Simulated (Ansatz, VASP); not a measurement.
## Two plane-wave programs on Yb

```
Yb
1.0
     0.00000    2.61158    2.61158
     2.61158    0.00000    2.61158
     2.61158    2.61158    0.00000
Yb
1
Direct
  0.00000 0.00000 0.00000
```

Alike in both runs: task single point; functional PBE; k mesh 17 × 17 × 17; occupations fermi-dirac, width 0.05 eV; collinear spin.

```csv
,VASP,Ansatz
version,VASP 6.6.1,Ansatz 0.2.0
potentials or method,"VASP PAW PBE potentials, release 64 (Yb), cutoff 520 eV","plane waves (420 eV) with PAW, scalar-relativistic"
valence electrons in the cell,24,24
```

```csv
,VASP,Ansatz,Ansatz less VASP
net moment per atom (μB),0.00,0.00,0.000
```

Ansatz's warnings: given moment on shells, seeded moment not kept.

Neither program's run includes spin-orbit coupling.
